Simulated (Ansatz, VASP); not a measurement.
**One calculation of Ca, two programs**

File INCAR:

```
  PREC = Accurate
  ENCUT = 520
  EDIFF = 1E-7
  ISMEAR = -1
  SIGMA = 0.05
  LREAL = F
  LASPH = T
  NELM = 60
  ALGO = Normal
  ISIF = 2
  LWAVE = F
  LCHARG = F
  GGA = PS
  NBANDS = 11
```

The input KPOINTS:

```
regular mesh
0
Gamma
  11 11 11
```

The input POSCAR:

```
Ca
1.0
    0.0000000000      2.7383160000      2.7942000000
    2.7383160000      0.0000000000      2.7942000000
    2.7383160000      2.7383160000      0.0000000000
Ca
1
Direct
    0.0000000000      0.0000000000      0.0000000000
```

Input for Ansatz:

```yaml
crystal:
  lattice:
    - [0.0, 2.738316, 2.7942]
    - [2.738316, 0.0, 2.7942]
    - [2.738316, 2.738316, 0.0]
  atoms:
    - { symbol: Ca, position: [0.0, 0.0, 0.0] }
kpoints:
  mp_grid: { grid: [11, 11, 11] }
  band_path:
    path:
      - [0.0, 0.0, 0.0]
      - [0.0, 0.5, 0.5]
      - [0.25, 0.75, 0.5]
      - [0.0, 0.5, 0.0]
      - [0.0, 0.0, 0.0]
      - [0.5, 0.5, 0.0]
      - [0.37005, 0.62995, 0.0]
      - [-0.37005, 0.37005, 0.0]
      - [0.0, 0.0, 0.0]
    npoints: 5
scf:
  occupations: { method: fermi_dirac, width: 0.05 }
hamiltonian:
  xc: pbesol
  pseudopotentials: { kind: all_electron, lapw: { basis_error: 0.001 } }
output:
  forces: true
  stress: true
  eigenvalues: true
```

Change from the starting cell: equal xx and yy strain of -2 %.

Alike in both runs: task single point; functional PBEsol; k mesh 11 × 11 × 11; occupations fermi-dirac, width 0.05 eV; no spin polarisation.

|  | VASP | Ansatz |
| --- | --- | --- |
| version | VASP 6.6.1 | Ansatz 0.2.0 |
| potentials or method | VASP PAW PBE potentials, release 64 (Ca_sv), cutoff 520 eV | all-electron LAPW, scalar-relativistic |

Ansatz gave:

```
pressure (GPa)                                                : -0.6
traceless stress, the component that is largest in VASP (GPa) : -0.11
```

Task: What did VASP give for the same quantities?

Result: Pressure (GPa): -0.5; traceless stress, the component that is largest in VASP (GPa): -0.11.

VASP's potentials were made for PBE, not for PBEsol. Ansatz ran all-electron here, and VASP with PAW potentials.
